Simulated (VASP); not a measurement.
BaTiO3:

```
CELL_PARAMETERS angstrom
3.99980 0.00000 0.00000
0.00000 3.99980 0.00000
0.00000 0.00000 4.01800
ATOMIC_POSITIONS crystal
Ba 0.99557 0.99064 0.00350
Ti 0.50254 0.49192 0.46877
O 0.47922 0.51432 0.00641
O 0.50273 0.00330 0.50938
O 0.01995 0.49981 0.53994
```

Program: VASP 6.6.1. Alike in all runs: task single point; no spin polarisation; cell as given; cutoff (eV) 600; smearing fermi-dirac 0.05 eV.

**Question.** Order these runs on this cell by their band gap on the k mesh, lowest first.
A. level LDA+U; potentials or basis VASP PAW LDA potentials, release 64 (Ba_sv, Ti_sv, O); U Ti d U = 3.0 eV; k mesh 7 × 7 × 7
B. level PBE; potentials or basis VASP PAW PBE potentials, release 64 (Ba_sv, Ti_sv, O); k mesh 4 × 4 × 4
C. level LDA+U; potentials or basis VASP PAW LDA potentials, release 64 (Ba_sv, Ti_sv, O); U Ti d U = 5.0 eV; k mesh 7 × 7 × 7

**Answer.** B (1.86 eV), A (2.21 eV), C (2.46 eV).

Caveats: spin-orbit coupling is left out, which moves the levels of the heavy elements; forces of over 1 eV/Å act on the atoms, so gaps and moduli don't describe the material at rest; an odd mesh through Γ misses points on the zone boundary, where band edges can lie (at least some runs); the cell stands under tension (at least some runs).

A k mesh can miss the band edges, odd and even meshes differently.
